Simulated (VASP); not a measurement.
# P (Pm-3m) in VASP: a series of runs

Runs on P. Level: PBEsol. Tasks: single point.

Program: VASP 6.6.1. These are calculated values, not measurements. Logs are shortened: lines on timing, memory, paths and dates and some standing lists are left out, and cuts for length are marked.

## (1) The cell of the first run

It takes space group Pm-3m (No. 221, cubic). The conventional cell has a = 2.479 Å, b = 2.479 Å, c = 2.479 Å, α = 90.00°, β = 90.00°, γ = 90.00°. Within 3.3 Å of P (site symmetry m-3m) lie 6 P at 2.48 Å.

## (2) Single point, PBEsol (volume scaled by 1.08)

INCAR

```
SYSTEM = P
  PREC = Accurate
  ENCUT = 500
  EDIFF = 1E-6
  ISMEAR = -1
  SIGMA = 0.1
  LREAL = .FALSE.
  LASPH = .TRUE.
  NELM = 120
  ALGO = Normal
  ISIF = 2
  LWAVE = .FALSE.
  LCHARG = .FALSE.
  GGA = PS
  NBANDS = 8
  GGA_COMPAT = .FALSE.
```

KPOINTS

```
regular mesh
0
G
  15 15 15
  0 0 0
```

POSCAR

```
P
1.0
    2.4792449404      0.0000000000      0.0000000000
    0.0000000000      2.4792449404      0.0000000000
    0.0000000000      0.0000000000      2.4792449404
P
1
Direct
    0.0000000000      0.0000000000      0.0000000000
```

Potentials or basis: VASP PAW PBE potentials, release 64 (P).

The run is started by

```
cat potpaw_PBE.64/P/POTCAR > POTCAR
mpirun -np 1 vasp_std > vasp.out
```

OUTCAR:

```text
SYSTEM = P
   PREC = Accurate
   ENCUT = 500
   EDIFF = 1E-6
   ISMEAR = -1
   LREAL = .FALSE.
   LASPH = .TRUE.
   NELM = 120
   ISIF = 2
   GGA = PS

 ion  position               nearest neighbor table
   1  0.000  0.000  0.000-

  LATTYP: Found a simple cubic cell.
 ALAT       =     2.4792449404

  Lattice vectors:

 A1 = (   2.4792449404,   0.0000000000,   0.0000000000)
 A2 = (   0.0000000000,   2.4792449404,   0.0000000000)
 A3 = (   0.0000000000,   0.0000000000,   2.4792449404)

Analysis of symmetry for initial positions (statically):
=====================================================================
 Subroutine PRICEL returns:
 Original cell was already a primitive cell.

 Routine SETGRP: Setting up the symmetry group for a
 simple cubic supercell.

 Subroutine GETGRP returns: Found 48 space group operations
 (whereof 48 operations were pure point group operations)
 out of a pool of 48 trial point group operations.

The static configuration has the point symmetry O_h .

Analysis of symmetry for dynamics (positions and initial velocities):
=====================================================================
 Subroutine PRICEL returns:
 Original cell was already a primitive cell.

 Routine SETGRP: Setting up the symmetry group for a
 simple cubic supercell.

 Subroutine GETGRP returns: Found 48 space group operations
 (whereof 48 operations were pure point group operations)
 out of a pool of 48 trial point group operations.

The dynamic configuration has the point symmetry O_h .

 Subroutine INISYM returns: Found 48 space group operations
 (whereof 48 operations are pure point group operations),
 and found     1 'primitive' translations

----------------------------------------------------------------------------------------

                                     Primitive cell

  volume of cell :      15.2391

  direct lattice vectors                    reciprocal lattice vectors
     2.479244940  0.000000000  0.000000000     0.403348610  0.000000000  0.000000000
     0.000000000  2.479244940  0.000000000     0.000000000  0.403348610  0.000000000
     0.000000000  0.000000000  2.479244940     0.000000000  0.000000000  0.403348610

  length of vectors
     2.479244940  2.479244940  2.479244940     0.403348610  0.403348610  0.403348610

  position of ions in fractional coordinates (direct lattice)
     0.000000000  0.000000000  0.000000000

  ion indices of the primitive-cell ions
   primitive index   ion index
                 1           1

----------------------------------------------------------------------------------------

 KPOINTS: regular mesh

Automatic generation of k-mesh.
 Grid dimensions read from file:
 generate k-points for:   15   15   15

 Generating k-lattice:

  Cartesian coordinates                     Fractional coordinates (reciprocal lattice)
     0.026889907  0.000000000  0.000000000     0.066666667  0.000000000  0.000000000
     0.000000000  0.026889907  0.000000000     0.000000000  0.066666667  0.000000000
     0.000000000  0.000000000  0.026889907     0.000000000  0.000000000  0.066666667

  Length of vectors
     0.026889907  0.026889907  0.026889907

  Shift w.r.t. Gamma in fractional coordinates (k-lattice)
     0.000000000  0.000000000  0.000000000

 Subroutine IBZKPT returns following result:
 ===========================================

 Found    120 irreducible k-points:

 Following reciprocal coordinates:
            Coordinates               Weight
  0.000000  0.000000  0.000000      1.000000
  0.066667  0.000000  0.000000      6.000000
  0.133333  0.000000  0.000000      6.000000
  0.200000  0.000000  0.000000      6.000000
  0.266667  0.000000  0.000000      6.000000
  0.333333  0.000000  0.000000      6.000000
[... 16 lines left out ...]
  0.266667  0.200000  0.000000     24.000000
  0.333333  0.200000  0.000000     24.000000
 [... further k-points ...]
   k-points           NKPTS =    120   k-points in BZ     NKDIM =    120   number of bands    NBANDS=      8
   number of dos      NEDOS =    301   number of ions     NIONS =      1
   total plane-waves  NPLWV =   5832
   dimension x,y,z NGX =    18 NGY =   18 NGZ =   18
   dimension x,y,z NGXF=    36 NGYF=   36 NGZF=   36
   ions per type =               1
   NGX,Y,Z   is equivalent  to a cutoff of  12.07, 12.07, 12.07 a.u.
   NGXF,Y,Z  is equivalent  to a cutoff of  24.14, 24.14, 24.14 a.u.
 SYSTEM =  P
   PREC   = accura    normal or accurate (medium, high low for compatibility)
   ISTART =      0    job   : 0-new  1-cont  2-samecut
   ICHARG =      2    charge: 1-file 2-atom 10-const
   ISPIN  =      1    spin polarized calculation?
   LNONCOLLINEAR =      F non collinear calculations
   LSORBIT =      F    spin-orbit coupling
   LASPH  =      T    aspherical Exc in radial PAW
   ENCUT  =  500.0 eV  36.75 Ry    6.06 a.u.   4.52  4.52  4.52*2*pi/ulx,y,z
   NELM   =    120;   NELMIN=  2; NELMDL= -5     # of ELM steps
   EDIFF  = 0.1E-05   stopping-criterion for ELM
   LREAL  =      F    real-space projection
   EDIFFG = 0.1E-04   stopping-criterion for IOM
   NSW    =      0    number of steps for IOM
   IBRION =     -1    ionic relax: 0-MD 1-quasi-New 2-CG
   NFREE  =      0    steps in history (QN), initial steepest desc. (CG)
   ISIF   =      2    stress and relaxation
   ISYM   =      2    0-nonsym 1-usesym 2-fastsym
   POTIM  = 0.5000    time-step for ionic-motion
   TEBEG  =    0.0;   TEEND  =   0.0 temperature during run
   PSTRESS=    0.0 pullay stress
   NELECT =       5.0000    total number of electrons
   NUPDOWN=      -1.0000    fix difference up-down
   EMIN   =  10.00;   EMAX   =-10.00  energy-range for DOS
   EFERMI =   0.00;   METHOD = LEGACY
   ISMEAR =    -1;   SIGMA  =   0.10  broadening in eV -4-tet -1-fermi 0-gaus
   EFERMI_NEDOS =   21; number of points for ismear=-14 and -15
   IALGO  =     38    algorithm
   IMIX   =      4    mixing-type and parameters
     AMIX     =   0.40;   BMIX     =  1.00
     AMIX_MAG =   1.60;   BMIX_MAG =  1.00
  volume/ion in A,a.u.               =      15.24       102.84
  Fermi-wavevector in a.u.,A,eV,Ry     =   1.129134  2.133753 17.346654  1.274943
  Thomas-Fermi vector in A             =   2.265826
   LORBIT       =      0    0 simple, 1 ext, 2 COOP (PROOUT), +10 PAW based schemes
   GGA     = PS    functional components
   LHFCALC =     F    Hartree Fock is set to
   AEXX    =    0.0000 exact exchange contribution
   IVDW    =     0    specifies the selected vdW correction
   LEPSILON=     F    determine dielectric tensor
   LRPA    =     F    only Hartree local field effects (RPA)
 non-spin polarized calculation
  energy-cutoff  :      500.00
  volume of cell :       15.24
 maximum number of plane-waves:       400
 NGX is ok and might be reduce to    18
   NGX =  9   NGY =  9   NGZ =  9

 number of electron       5.0000002 magnetization

 Free energy of the ion-electron system (eV)
  ---------------------------------------------------
  ext. energy  EPLUGINS =         0.00000000
  ---------------------------------------------------
  free energy    TOTEN  =        -5.74920074 eV

  energy without entropy =       -5.73462011  energy(sigma->0) =       -5.74191043

 E-fermi :   8.9965     XC(G=0): -11.1816

 val. band max:        8.8635563040   @ k =   0.4667   0.2667   0.0667
 cond. band min:       9.0240475138   @ k =   0.2000   0.2000   0.0000
 fundamental gap:      0.1604912098
 Fermi energy:         8.9964831748

 k-point     1 :       0.0000    0.0000    0.0000
  band No.  band energies     occupation
      1      -7.0993      2.00000
      2      13.7222      0.00000
      3      13.7222      0.00000
      4      13.7222      0.00000
      5      15.8509      0.00000
      6      15.8509      0.00000
      7      22.4844      0.00000
      8      32.8707      0.00000

 k-point     2 :       0.0667    0.0000    0.0000
  band No.  band energies     occupation
      1      -7.0014      2.00000
      2      12.1314      0.00000
      3      13.7987      0.00000
      4      13.7987      0.00000
      5      15.9297      0.00000
      6      17.3109      0.00000
      7      22.8340      0.00000
      8      32.1105      0.00000

 k-point     3 :       0.1333    0.0000    0.0000
  band No.  band energies     occupation
      1      -6.7091      2.00000
      2       9.8413      0.00043
      3      14.0251      0.00000
      4      14.0251      0.00000
      5      16.1616      0.00000
      6      19.0979      0.00000
      7      23.9659      0.00000
      8      30.4448      0.00000

 k-point     4 :       0.2000    0.0000    0.0000
  band No.  band energies     occupation
      1      -6.2271      2.00000
      2       7.5912      2.00000
      3      14.3910      0.00000
      4      14.3910      0.00000
      5      16.5312      0.00000
      6      20.4354      0.00000
      7      25.7965      0.00000
      8      28.5655      0.00000

 k-point     5 :       0.2667    0.0000    0.0000
  band No.  band energies     occupation
      1      -5.5663      2.00000
      2       5.4794      2.00000
      3      14.8741      0.00000
      4      14.8741      0.00000
      5      17.0076      0.00000
      6      21.5201      0.00000
      7      26.7614      0.00000
      8      26.7614      0.00000
[... 177 lines left out ...]
 k-point    22 :       0.2000    0.2000    0.0000
  band No.  band energies     occupation
      1      -5.3566      2.00000
      2       7.7977      1.99999
      3       9.0240      0.86304
      4      15.0511      0.00000
      5      19.1359      0.00000
      6      22.8589      0.00000
      7      24.8407      0.00000
      8      27.9342      0.00000

 k-point    23 :       0.2667    0.2000    0.0000
  band No.  band energies     occupation
      1      -4.6967      2.00000
      2       6.1685      2.00000
      3       9.1152      0.46743
      4      15.5270      0.00000
      5      19.4350      0.00000
      6      21.3900      0.00000
      7      26.3779      0.00000
      8      27.3748      0.00000

 k-point    24 :       0.3333    0.2000    0.0000
  band No.  band energies     occupation
      1      -3.8825      2.00000
      2       4.3203      2.00000
      3       9.7100      0.00159
      4      16.0720      0.00000
      5      18.6826      0.00000
      6      21.1550      0.00000
      7      25.8139      0.00000
      8      27.2405      0.00000

 [... further k-points ...]

------------------------ aborting loop because EDIFF is reached ----------------------------------------

  FORCE on cell =-STRESS in cart. coord.  units (eV):
  Direction    XX          YY          ZZ          XY          YZ          ZX
  --------------------------------------------------------------------------------------
  -------------------------------------------------------------------------------------
  Total       -0.6902696     -0.6902696     -0.6902696     -0.0000000     -0.0000000      0.0000000
  in kB      -72.5723208    -72.5723208    -72.5723208     -0.0000000     -0.0000000      0.0000000
  external PRESSURE =     -72.5723208 kB  Pullay stress =       0.0000000 kB

 VOLUME and BASIS-vectors are now :
 -----------------------------------------------------------------------------
  energy-cutoff  :      500.00
  volume of cell :       15.24
      direct lattice vectors                 reciprocal lattice vectors
     2.479244940  0.000000000  0.000000000     0.403348610  0.000000000  0.000000000
     0.000000000  2.479244940  0.000000000     0.000000000  0.403348610  0.000000000
     0.000000000  0.000000000  2.479244940     0.000000000  0.000000000  0.403348610

 POSITION                                       TOTAL-FORCE (eV/Angst)
 -----------------------------------------------------------------------------------
      0.00000      0.00000      0.00000         0.000000      0.000000      0.000000
 -----------------------------------------------------------------------------------
    total drift:                               -0.000000     -0.000000      0.000000

  FREE ENERGIE OF THE ION-ELECTRON SYSTEM (eV)
  ---------------------------------------------------
  free  energy   TOTEN  =        -5.7492007424 eV

  energy  without entropy=       -5.7346201144  energy(sigma->0) =       -5.74191043
```

Run time: 16 s. Hardware: 1 thread of AMD EPYC 7R13, shared host; peak memory 0.09 GiB.

Results:

```yaml
Free_energy: -5.7492 eV
Pressure: -7.3 GPa
```

Caveat: the PAW data sets were made with another functional, which shifts forces and pressure a little.

## (3) Single point, PBEsol (volume scaled by 1.12)

INCAR

```
SYSTEM = P
PREC = Accurate
ENCUT = 500
EDIFF = 1E-6
ISMEAR = -1
SIGMA = 0.1
LREAL = .False.
LASPH = .True.
NELM = 120
ALGO = Normal
ISIF = 2
LWAVE = .False.
LCHARG = .False.
GGA = PS
NBANDS = 8
GGA_COMPAT = .False.
```

KPOINTS

```
regular mesh
0
Gamma
  15 15 15
  0 0 0
```

POSCAR

```
P
1.0
    2.5094826148      0.0000000000      0.0000000000
    0.0000000000      2.5094826148      0.0000000000
    0.0000000000      0.0000000000      2.5094826148
P
1
Direct
    0.0000000000      0.0000000000      0.0000000000
```

Potentials or basis: VASP PAW PBE potentials, release 64 (P).

The run is started by

```
cat potpaw_PBE.64/P/POTCAR > POTCAR
mpirun -np 1 vasp_std > vasp.out
```

OUTCAR:

```text
SYSTEM = P
   PREC = Accurate
   ENCUT = 500
   EDIFF = 1E-6
   ISMEAR = -1
   LREAL = .False.
   LASPH = .True.
   NELM = 120
   ISIF = 2
   GGA = PS

 ion  position               nearest neighbor table
   1  0.000  0.000  0.000-

  LATTYP: Found a simple cubic cell.
 ALAT       =     2.5094826148

  Lattice vectors:

 A1 = (   2.5094826148,   0.0000000000,   0.0000000000)
 A2 = (   0.0000000000,   2.5094826148,   0.0000000000)
 A3 = (   0.0000000000,   0.0000000000,   2.5094826148)

Analysis of symmetry for initial positions (statically):
=====================================================================
 Subroutine PRICEL returns:
 Original cell was already a primitive cell.

 Routine SETGRP: Setting up the symmetry group for a
 simple cubic supercell.

 Subroutine GETGRP returns: Found 48 space group operations
 (whereof 48 operations were pure point group operations)
 out of a pool of 48 trial point group operations.

The static configuration has the point symmetry O_h .

Analysis of symmetry for dynamics (positions and initial velocities):
=====================================================================
 Subroutine PRICEL returns:
 Original cell was already a primitive cell.

 Routine SETGRP: Setting up the symmetry group for a
 simple cubic supercell.

 Subroutine GETGRP returns: Found 48 space group operations
 (whereof 48 operations were pure point group operations)
 out of a pool of 48 trial point group operations.

The dynamic configuration has the point symmetry O_h .

 Subroutine INISYM returns: Found 48 space group operations
 (whereof 48 operations are pure point group operations),
 and found     1 'primitive' translations

----------------------------------------------------------------------------------------

[... 108 lines left out ...]
   IMIX   =      4    mixing-type and parameters
     AMIX     =   0.40;   BMIX     =  1.00
     AMIX_MAG =   1.60;   BMIX_MAG =  1.00
  volume/ion in A,a.u.               =      15.80       106.65
  Fermi-wavevector in a.u.,A,eV,Ry     =   1.115528  2.108043 16.931140  1.244404
  Thomas-Fermi vector in A             =   2.252134
   LORBIT       =      0    0 simple, 1 ext, 2 COOP (PROOUT), +10 PAW based schemes
   GGA     = PS    functional components
   LHFCALC =     F    Hartree Fock is set to
   AEXX    =    0.0000 exact exchange contribution
   IVDW    =     0    specifies the selected vdW correction
   LEPSILON=     F    determine dielectric tensor
   LRPA    =     F    only Hartree local field effects (RPA)
 non-spin polarized calculation
  energy-cutoff  :      500.00
  volume of cell :       15.80
 maximum number of plane-waves:       417
   NGX =  9   NGY =  9   NGZ =  9

 number of electron       5.0000003 magnetization

 Free energy of the ion-electron system (eV)
  ---------------------------------------------------
  ext. energy  EPLUGINS =         0.00000000
  ---------------------------------------------------
  free energy    TOTEN  =        -5.71896993 eV

  energy without entropy =       -5.70422346  energy(sigma->0) =       -5.71159669

 E-fermi :   8.4634     XC(G=0): -11.0262

 val. band max:        8.3686868029   @ k =   0.4667   0.4667   0.4000
 cond. band min:       8.4634742691   @ k =   0.4000   0.4000   0.4000
 fundamental gap:      0.0947874662
 Fermi energy:         8.4633640993

 k-point     1 :       0.0000    0.0000    0.0000
  band No.  band energies     occupation
      1      -7.2392      2.00000
      2      13.0435      0.00000
      3      13.0435      0.00000
      4      13.0435      0.00000
      5      15.4024      0.00000
      6      15.4024      0.00000
      7      21.5736      0.00000
      8      31.9221      0.00000
[... 243 lines left out ...]
 k-point    24 :       0.3333    0.2000    0.0000
  band No.  band energies     occupation
      1      -4.1277      2.00000
      2       3.9800      2.00000
      3       9.1884      0.00142
      4      15.2892      0.00000
      5      18.1153      0.00000
      6      20.4416      0.00000
      7      25.0657      0.00000
      8      26.3674      0.00000

 [... further k-points ...]

------------------------ aborting loop because EDIFF is reached ----------------------------------------

  FORCE on cell =-STRESS in cart. coord.  units (eV):
  Direction    XX          YY          ZZ          XY          YZ          ZX
  --------------------------------------------------------------------------------------
  -------------------------------------------------------------------------------------
  Total       -0.9757963     -0.9757963     -0.9757963      0.0000000     -0.0000000      0.0000000
  in kB      -98.9275320    -98.9275320    -98.9275320      0.0000000     -0.0000000      0.0000000
  external PRESSURE =     -98.9275320 kB  Pullay stress =       0.0000000 kB

 VOLUME and BASIS-vectors are now :
 -----------------------------------------------------------------------------
  energy-cutoff  :      500.00
  volume of cell :       15.80
      direct lattice vectors                 reciprocal lattice vectors
     2.509482615  0.000000000  0.000000000     0.398488515  0.000000000  0.000000000
     0.000000000  2.509482615  0.000000000     0.000000000  0.398488515  0.000000000
     0.000000000  0.000000000  2.509482615     0.000000000  0.000000000  0.398488515

 POSITION                                       TOTAL-FORCE (eV/Angst)
 -----------------------------------------------------------------------------------
      0.00000      0.00000      0.00000         0.000000      0.000000      0.000000
 -----------------------------------------------------------------------------------
    total drift:                               -0.000000     -0.000000      0.000000

  FREE ENERGIE OF THE ION-ELECTRON SYSTEM (eV)
  ---------------------------------------------------
  free  energy   TOTEN  =        -5.7189699267 eV

  energy  without entropy=       -5.7042234619  energy(sigma->0) =       -5.71159669
```

stdout:

```text
POSCAR found type information on POSCAR P
 POSCAR found :  1 types and       1 ions
 scaLAPACK will be used
 -----------------------------------------------------------------------------
|                                                                             |
|                                                                             |
|     You enforced a specific xc type in the INCAR file but a different       |
|     I HOPE YOU KNOW WHAT YOU ARE DOING!                                     |
|                                                                             |
 -----------------------------------------------------------------------------

 LDA part: xc-table for (Slater+PW92), standard interpolation
 POSCAR, INCAR and KPOINTS ok, starting setup
 FFT: planning ... GRIDC
 FFT: planning ... GRID_SOFT
 FFT: planning ... GRID
 WAVECAR not read
 entering main loop
```

It took 17 s on 1 thread of AMD EPYC 7R13, shared host; peak memory 0.09 GiB.

Results:

```
Free energy : -5.7190 eV
Pressure    : -9.9 GPa
```

Caveat: the PAW data sets were made with another functional, which shifts forces and pressure a little.

[end of part 1 of 2]
